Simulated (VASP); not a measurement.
Runs of VASP 6.6.1 on Cd2SO. Symmetry: P4/mmm, No. 123, tetragonal system. Conventional cell: a = 3.651 Å, b = 3.651 Å, c = 5.033 Å, α = 90.00°, β = 90.00°, γ = 90.00°. Within 3.3 Å of O (site symmetry 4/mmm) lie 6 Cd at 2.52 to 2.58 Å. Within 3.3 Å of Cd (site symmetry 4/mmm) lie 2 O at 2.52 Å and 4 S at 2.58 Å. Cd (site symmetry 4/mmm) has 2 S at 2.52 Å and 4 O at 2.58 Å within 3.3 Å. S (site symmetry 4/mmm) has 6 Cd at 2.52 to 2.58 Å within 3.3 Å. 

```tsv
level	k mesh	smearing	grid for exact exchange (PRECFOCK)	screening parameter	share of exact exchange	gap on the mesh (eV)	pressure (GPa)
HSE06	4 × 4 × 2	fermi-dirac 0.02 eV	Normal	0.2079 1/Å	-	1.13	0.9
PBE	6 × 6 × 4	fermi-dirac 0.02 eV	-	-	-	0.08	3.7
HSE06	4 × 4 × 2	methfessel-paxton 0.05 eV	Normal	0.2079 1/Å	-	1.13	0.9
PBE-based screened hybrid	4 × 4 × 2	fermi-dirac 0.02 eV	Normal	0.1 1/Å	0.4	2.39	(a)
```

Alike in all rows: task single point; potentials or basis VASP PAW PBE potentials, release 64 (O, Cd, S); no spin polarisation; cell as given; cutoff (eV) 520.

Task: Estimate the missing entries.

Result: (a) -1.0.

Caveats: some runs use coarse meshes; the PAW data sets were made with another functional, which shifts forces and pressure a little (some runs).

A k mesh can miss the band edges, and the runs leave out spin-orbit coupling on Cd.
